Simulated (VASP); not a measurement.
# KZnF3 (P4/mmm) in VASP: further runs

Runs on KZnF3. Level: PBE. Tasks: single point.

Everything below comes from runs of VASP 6.6.1. Logs are shortened: lines on timing, memory, paths and dates and some standing lists are left out, and cuts for length are marked.

**1. The cell of the first run**

The structure is tetragonal, space group P4/mmm (No. 123). Conventional cell: a = 3.811 Å, b = 3.811 Å, c = 4.573 Å, α = 90.00°, β = 90.00°, γ = 90.00°. K (site symmetry 4/mmm) has 12 F at 2.69 to 2.98 Å and 8 Zn at 3.53 Å within 3.6 Å. Within 2.5 Å of Zn (site symmetry 4/mmm) lie 6 F at 1.91 to 2.29 Å. Within 3.0 Å of F (site symmetry 4/mmm) lie 2 Zn at 2.29 Å and 4 K at 2.69 Å and 8 F at 2.98 Å. Within 2.5 Å of F (site symmetry mmm) lie 2 Zn at 1.91 Å.

**2. Single point, PBE**

Contents of INCAR:

```
SYSTEM = KZnF3
ALGO = Normal
EDIFF = 1E-6
ENCUT = 520
GGA = PE
ISIF = 2
ISMEAR = 0
LASPH = .True.
LCHARG = .False.
LREAL = .False.
LWAVE = .False.
NBANDS = 29
NELM = 80
PREC = Accurate
SIGMA = 0.05
```

Contents of KPOINTS:

```
k-points
0
Gamma
  6 6 6
  0 0 0
```

Contents of POSCAR:

```
KZnF3
1.0
    3.8111959170      0.0000000000      0.0000000000
    0.0000000000      3.8111959170      0.0000000000
    0.0000000000      0.0000000000      4.5734351004
K Zn F
1 1 3
Direct
    0.0000000000      0.0000000000      0.0000000000
    0.5000000000      0.5000000000      0.5000000000
    0.5000000000      0.5000000000      0.0000000000
    0.0000000000      0.5000000000      0.5000000000
    0.5000000000      0.0000000000      0.5000000000
```

Potentials or basis: VASP PAW PBE potentials, release 64 (K_sv, Zn, F).

Run with:

```sh
$ cat potpaw_PBE.64/K_sv/POTCAR potpaw_PBE.64/Zn/POTCAR potpaw_PBE.64/F/POTCAR > POTCAR
$ mpirun -np 1 vasp_std > vasp.out
```

OUTCAR:

```text
SYSTEM = KZnF3
   EDIFF = 1E-6
   ENCUT = 520
   GGA = PE
   ISIF = 2
   ISMEAR = 0
   LASPH = .True.
   LREAL = .False.
   NELM = 80
   PREC = Accurate

 ion  position               nearest neighbor table
   1  0.000  0.000  0.000-   3 2.69   3 2.69   3 2.69   3 2.69
   2  0.500  0.500  0.500-   4 1.91   5 1.91   5 1.91   4 1.91   3 2.29   3 2.29
   3  0.500  0.500  0.000-   2 2.29   2 2.29   1 2.69   1 2.69   1 2.69   1 2.69
   4  0.000  0.500  0.500-   2 1.91   2 1.91
   5  0.500  0.000  0.500-   2 1.91   2 1.91

  LATTYP: Found a simple tetragonal cell.
 ALAT       =     3.8111959170
 C/A-ratio  =     1.2000000000

  Lattice vectors:

 A1 = (   3.8111959170,   0.0000000000,   0.0000000000)
 A2 = (   0.0000000000,   3.8111959170,   0.0000000000)
 A3 = (   0.0000000000,   0.0000000000,   4.5734351004)

Analysis of symmetry for initial positions (statically):
=====================================================================
 Subroutine PRICEL returns:
 Original cell was already a primitive cell.

 Routine SETGRP: Setting up the symmetry group for a
 simple tetragonal supercell.

 Subroutine GETGRP returns: Found 16 space group operations
 (whereof 16 operations were pure point group operations)
 out of a pool of 16 trial point group operations.

The static configuration has the point symmetry D_4h.

Analysis of symmetry for dynamics (positions and initial velocities):
=====================================================================
 Subroutine PRICEL returns:
 Original cell was already a primitive cell.

 Routine SETGRP: Setting up the symmetry group for a
 simple tetragonal supercell.

 Subroutine GETGRP returns: Found 16 space group operations
 (whereof 16 operations were pure point group operations)
 out of a pool of 16 trial point group operations.

The dynamic configuration has the point symmetry D_4h.

 Subroutine INISYM returns: Found 16 space group operations
 (whereof 16 operations are pure point group operations),
 and found     1 'primitive' translations

----------------------------------------------------------------------------------------

                                     Primitive cell

  volume of cell :      66.4301

  direct lattice vectors                    reciprocal lattice vectors
     3.811195917  0.000000000  0.000000000     0.262384832  0.000000000  0.000000000
     0.000000000  3.811195917  0.000000000     0.000000000  0.262384832  0.000000000
     0.000000000  0.000000000  4.573435100     0.000000000  0.000000000  0.218654027

  length of vectors
     3.811195917  3.811195917  4.573435100     0.262384832  0.262384832  0.218654027

  position of ions in fractional coordinates (direct lattice)
     0.000000000  0.000000000  0.000000000
     0.500000000  0.500000000  0.500000000
     0.500000000  0.500000000  0.000000000
     0.000000000  0.500000000  0.500000000
     0.500000000  0.000000000  0.500000000

  ion indices of the primitive-cell ions
   primitive index   ion index
                 1           1
                 2           2
                 3           3
                 4           4
                 5           5

----------------------------------------------------------------------------------------

 KPOINTS: k-points

Automatic generation of k-mesh.
 Grid dimensions read from file:
 generate k-points for:    6    6    6

 Generating k-lattice:

  Cartesian coordinates                     Fractional coordinates (reciprocal lattice)
     0.043730805  0.000000000  0.000000000     0.166666667  0.000000000  0.000000000
     0.000000000  0.043730805  0.000000000     0.000000000  0.166666667  0.000000000
     0.000000000  0.000000000  0.036442338     0.000000000  0.000000000  0.166666667

  Length of vectors
     0.043730805  0.043730805  0.036442338

  Shift w.r.t. Gamma in fractional coordinates (k-lattice)
     0.000000000  0.000000000  0.000000000

 Subroutine IBZKPT returns following result:
 ===========================================

 Found     40 irreducible k-points:

 Following reciprocal coordinates:
            Coordinates               Weight
  0.000000  0.000000  0.000000      1.000000
  0.166667  0.000000  0.000000      4.000000
  0.333333  0.000000  0.000000      4.000000
  0.500000  0.000000  0.000000      2.000000
  0.166667  0.166667  0.000000      4.000000
  0.333333  0.166667  0.000000      8.000000
[... 16 lines left out ...]
  0.333333  0.000000  0.333333      8.000000
  0.500000  0.000000  0.333333      4.000000
 [... further k-points ...]
   k-points           NKPTS =     40   k-points in BZ     NKDIM =     40   number of bands    NBANDS=     29
   number of dos      NEDOS =    301   number of ions     NIONS =      5
   total plane-waves  NPLWV =  28224
   dimension x,y,z NGX =    28 NGY =   28 NGZ =   36
   dimension x,y,z NGXF=    56 NGYF=   56 NGZF=   72
   ions per type =               1   1   3
   NGX,Y,Z   is equivalent  to a cutoff of  12.21, 12.21, 13.09 a.u.
   NGXF,Y,Z  is equivalent  to a cutoff of  24.43, 24.43, 26.17 a.u.
 SYSTEM =  KZnF3
   PREC   = accura    normal or accurate (medium, high low for compatibility)
   ISTART =      0    job   : 0-new  1-cont  2-samecut
   ICHARG =      2    charge: 1-file 2-atom 10-const
   ISPIN  =      1    spin polarized calculation?
   LNONCOLLINEAR =      F non collinear calculations
   LSORBIT =      F    spin-orbit coupling
   LASPH  =      T    aspherical Exc in radial PAW
   ENCUT  =  520.0 eV  38.22 Ry    6.18 a.u.   7.09  7.09  8.50*2*pi/ulx,y,z
   NELM   =     80;   NELMIN=  2; NELMDL= -5     # of ELM steps
   EDIFF  = 0.1E-05   stopping-criterion for ELM
   LREAL  =      F    real-space projection
   EDIFFG = 0.1E-04   stopping-criterion for IOM
   NSW    =      0    number of steps for IOM
   IBRION =     -1    ionic relax: 0-MD 1-quasi-New 2-CG
   NFREE  =      0    steps in history (QN), initial steepest desc. (CG)
   ISIF   =      2    stress and relaxation
   ISYM   =      2    0-nonsym 1-usesym 2-fastsym
   POTIM  = 0.5000    time-step for ionic-motion
   TEBEG  =    0.0;   TEEND  =   0.0 temperature during run
   PSTRESS=    0.0 pullay stress
   NELECT =      42.0000    total number of electrons
   NUPDOWN=      -1.0000    fix difference up-down
   EMIN   =  10.00;   EMAX   =-10.00  energy-range for DOS
   EFERMI =   0.00;   METHOD = LEGACY
   ISMEAR =     0;   SIGMA  =   0.05  broadening in eV -4-tet -1-fermi 0-gaus
   EFERMI_NEDOS =   21; number of points for ismear=-14 and -15
   IALGO  =     38    algorithm
   IMIX   =      4    mixing-type and parameters
     AMIX     =   0.40;   BMIX     =  1.00
     AMIX_MAG =   1.60;   BMIX_MAG =  1.00
  volume/ion in A,a.u.               =      13.29        89.66
  Fermi-wavevector in a.u.,A,eV,Ry     =   1.405086  2.655228 26.861528  1.974267
  Thomas-Fermi vector in A             =   2.527583
   LORBIT       =      0    0 simple, 1 ext, 2 COOP (PROOUT), +10 PAW based schemes
   GGA     = PE    functional components
   LHFCALC =     F    Hartree Fock is set to
   AEXX    =    0.0000 exact exchange contribution
   IVDW    =     0    specifies the selected vdW correction
   LEPSILON=     F    determine dielectric tensor
   LRPA    =     F    only Hartree local field effects (RPA)
 non-spin polarized calculation
 Gauss-broadening in eV      SIGMA  =   0.05
  energy-cutoff  :      520.00
  volume of cell :       66.43
 maximum number of plane-waves:      1810
   NGX = 15   NGY = 15   NGZ = 17

 number of electron      41.9999995 magnetization

 Free energy of the ion-electron system (eV)
  ---------------------------------------------------
  ext. energy  EPLUGINS =         0.00000000
  ---------------------------------------------------
  free energy    TOTEN  =       -19.85605235 eV

  energy without entropy =      -19.85605235  energy(sigma->0) =      -19.85605235

 E-fermi :   0.1117     XC(G=0):  -9.8586

 val. band max:       -0.1084887240   @ k =   0.5000   0.5000   0.5000
 cond. band min:       3.1917200505   @ k =   0.0000   0.0000   0.0000
 fundamental gap:      3.3002087745
 Fermi energy:         0.1116655007

 k-point     1 :       0.0000    0.0000    0.0000
  band No.  band energies     occupation
      1     -27.8112      2.00000
      2     -22.8875      2.00000
      3     -22.2051      2.00000
      4     -21.0635      2.00000
      5     -11.3983      2.00000
      6     -11.2283      2.00000
[... 21 lines left out ...]
     28      10.9932      0.00000
     29      11.3505      0.00000

 k-point     2 :       0.1667    0.0000    0.0000
  band No.  band energies     occupation
      1     -27.8019      2.00000
      2     -22.8310      2.00000
      3     -22.2342      2.00000
      4     -21.0762      2.00000
      5     -11.3811      2.00000
      6     -11.2437      2.00000
[... 21 lines left out ...]
     28      11.0598      0.00000
     29      11.7727      0.00000

 k-point     3 :       0.3333    0.0000    0.0000
  band No.  band energies     occupation
      1     -27.7833      2.00000
      2     -22.6889      2.00000
      3     -22.3213      2.00000
      4     -21.1016      2.00000
      5     -11.3463      2.00000
      6     -11.2734      2.00000
[... 21 lines left out ...]
     28      11.1740      0.00000
     29      12.5432      0.00000

 k-point     4 :       0.5000    0.0000    0.0000
  band No.  band energies     occupation
      1     -27.7740      2.00000
      2     -22.5678      2.00000
      3     -22.4143      2.00000
      4     -21.1139      2.00000
      5     -11.3287      2.00000
      6     -11.2877      2.00000
[... 21 lines left out ...]
     28      11.9440      0.00000
     29      12.7205      0.00000

 k-point     5 :       0.1667    0.1667    0.0000
  band No.  band energies     occupation
      1     -27.7935      2.00000
      2     -22.7778      2.00000
      3     -22.2572      2.00000
      4     -21.0850      2.00000
      5     -11.3646      2.00000
      6     -11.2836      2.00000
[... 21 lines left out ...]
     28      11.0581      0.00000
     29      12.1274      0.00000
[... 510 lines left out ...]
     28      11.0714      0.00000
     29      11.3969      0.00000

 k-point    22 :       0.1667    0.0000    0.3333
  band No.  band energies     occupation
      1     -27.7955      2.00000
      2     -22.8334      2.00000
      3     -22.2327      2.00000
      4     -21.0847      2.00000
      5     -11.3395      2.00000
      6     -11.2409      2.00000
[... 21 lines left out ...]
     28      11.1457      0.00000
     29      11.3379      0.00000

 k-point    23 :       0.3333    0.0000    0.3333
  band No.  band energies     occupation
      1     -27.7784      2.00000
      2     -22.6837      2.00000
      3     -22.3209      2.00000
      4     -21.1079      2.00000
      5     -11.3387      2.00000
      6     -11.2908      2.00000
[... 21 lines left out ...]
     28      11.2809      0.00000
     29      11.3742      0.00000

 k-point    24 :       0.5000    0.0000    0.3333
  band No.  band energies     occupation
      1     -27.7698      2.00000
      2     -22.5509      2.00000
      3     -22.4230      2.00000
      4     -21.1196      2.00000
      5     -11.3343      2.00000
      6     -11.3190      2.00000
[... 21 lines left out ...]
     28      11.2886      0.00000
     29      11.3409      0.00000

 [... further k-points ...]

------------------------ aborting loop because EDIFF is reached ----------------------------------------

  FORCE on cell =-STRESS in cart. coord.  units (eV):
  Direction    XX          YY          ZZ          XY          YZ          ZX
  --------------------------------------------------------------------------------------
  -------------------------------------------------------------------------------------
  Total        5.9254894      5.9254894     -0.7231428      0.0000000      0.0000000      0.0000000
  in kB      142.9123428    142.9123428    -17.4409287      0.0000000      0.0000000      0.0000000
  external PRESSURE =      89.4612523 kB  Pullay stress =       0.0000000 kB

 VOLUME and BASIS-vectors are now :
 -----------------------------------------------------------------------------
  energy-cutoff  :      520.00
  volume of cell :       66.43
      direct lattice vectors                 reciprocal lattice vectors
     3.811195917  0.000000000  0.000000000     0.262384832  0.000000000  0.000000000
     0.000000000  3.811195917  0.000000000     0.000000000  0.262384832  0.000000000
     0.000000000  0.000000000  4.573435100     0.000000000  0.000000000  0.218654027

 POSITION                                       TOTAL-FORCE (eV/Angst)
 -----------------------------------------------------------------------------------
      0.00000      0.00000      0.00000         0.000000      0.000000      0.000000
      1.90560      1.90560      2.28672         0.000000      0.000000      0.000000
      1.90560      1.90560      0.00000         0.000000      0.000000      0.000000
      0.00000      1.90560      2.28672         0.000000      0.000000      0.000000
      1.90560      0.00000      2.28672         0.000000      0.000000      0.000000
 -----------------------------------------------------------------------------------
    total drift:                                0.000000      0.000000      0.000000

  FREE ENERGIE OF THE ION-ELECTRON SYSTEM (eV)
  ---------------------------------------------------
  free  energy   TOTEN  =       -19.8560523491 eV

  energy  without entropy=      -19.8560523491  energy(sigma->0) =      -19.85605235
```

Run time: 88 s. Hardware: 1 thread of Intel Xeon 8259CL, shared host; peak memory 0.22 GiB.

Results:

| Quantity | Value |
| --- | --- |
| Free energy | -19.8561 eV |
| Pressure | 8.9 GPa |
| Band gap on the k mesh | 3.30 eV (least direct gap 5.42 eV) |

Stress tensor (GPa, compression positive):
```
14.29  0.00  0.00
 0.00 14.29  0.00
 0.00  0.00 -1.74
```

Levels at points of the mesh, in eV from the valence-band top:
```tsv
k point	band 19	band 20	band 21	band 22	band 23	band 24
(0.00, 0.00, 0.00)	-2.32	-2.12	-2.12	3.30	7.80	8.45
(0.50, 0.00, 0.00)	-2.36	-2.29	-2.04	6.46	7.87	9.41
(0.50, 0.50, 0.00)	-2.29	-2.19	0.00	8.00	9.88	9.95
(0.00, 0.00, 0.50)	-2.23	-2.06	-2.06	5.35	7.20	8.35
(0.50, 0.00, 0.50)	-2.30	-2.14	-0.89	7.30	8.69	9.35
(0.50, 0.50, 0.50)	-1.99	-1.15	0.00	7.42	7.85	7.85
```

Caveat: the cell stands under pressure.

(Continued in part 2 of 2.)
